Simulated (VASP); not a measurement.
Runs of VASP 6.6.1 on CuO. The structure is that of space group P4_2/mmc (No. 131), or close to it. The cells are those of the table. 

```tsv
cell	gap on the mesh (eV)	pressure (GPa)	largest force (eV/Å)
a = 2.801, b = 2.801, c = 4.894 Å, angles 90.0, 90.0, 89.9°, 4 atoms	none	34.5	-
a = 2.949, b = 2.949, c = 5.407 Å, angles 89.7, 89.7, 89.8°, 4 atoms	none	(b)	0.02
a = 2.802, b = 2.802, c = 5.150 Å, angles 89.7, 89.7, 89.8°, 4 atoms	none	(a)	0.07
a = 3.096, b = 3.096, c = 5.409 Å, angles 90.0, 90.0, 89.9°, 4 atoms	none	-15.4	-
a = 3.095, b = 3.095, c = 4.897 Å, angles 90.6, 90.6, 89.9°, 4 atoms	none	-2.5	0.07
```

Alike in all rows: task single point; level PBE; potentials or basis VASP PAW PBE potentials, release 64 (Cu, O); no spin polarisation; k mesh 16 × 16 × 10; cutoff (eV) 520; smearing gaussian 0.15 eV.

**Question.** Fill in the values left out.

**Answer.** (a) 17.8; (b) -7.6.

Caveats: semilocal functionals often make such compounds metallic where correlation or magnetic order opens a gap, which also shifts bond lengths.

A gap of «none» marks levels without a gap at the run's occupations.
